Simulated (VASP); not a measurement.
Here is a VASP 6.6.1 calculation.

Contents of INCAR:

```
SYSTEM = AlGaBi2
ALGO = Normal ; EDIFF = 1E-7
ENCUT = 520 ; GGA = PE
ISIF = 2 ; ISMEAR = -1
LASPH = .True. ; LCHARG = .False.
LREAL = .False. ; LWAVE = .False.
NBANDS = 31 ; NELM = 100
PREC = Accurate ; SIGMA = 0.02
```

The input KPOINTS:

```
k-points
0
Gamma
  6 6 4
  0 0 0
```

Contents of POSCAR:

```
AlGaBi2
1.0
    4.3970606561      0.0000000000      0.0000000000
    0.0000000000      4.3970606561      0.0000000000
    0.0000000000      0.0000000000      6.3353471952
Al Bi Ga
1 2 1
Direct
    0.0000000000      0.0000000000      0.0000000000
    0.0000000000      0.5000000000      0.2506310759
    0.5000000000      0.0000000000      0.7493689241
    0.5000000000      0.5000000000      0.5000000000
```

Potentials or basis: VASP PAW PBE potentials, release 64 (Al, Bi_d, Ga_d).

The run is started by

```bash
$ cat potpaw_PBE.64/Al/POTCAR potpaw_PBE.64/Bi_d/POTCAR potpaw_PBE.64/Ga_d/POTCAR > POTCAR
$ mpirun -np 1 vasp_std > vasp.out
```

(1) Predict the pressure.

(2) Estimate the largest force.

(3) Predict the band gap on the k mesh.

Answers

(1) 4.1 GPa.

(2) 0.075 eV/Å.

(3) zero (band 23 reaches 5.12 eV, above the bottom of band 24 at 4.84 eV).

Caveat: the cell differs from its parent crystal (biaxial xy strain -2.6%); spin-orbit coupling is left out, which moves the levels of the heavy elements.
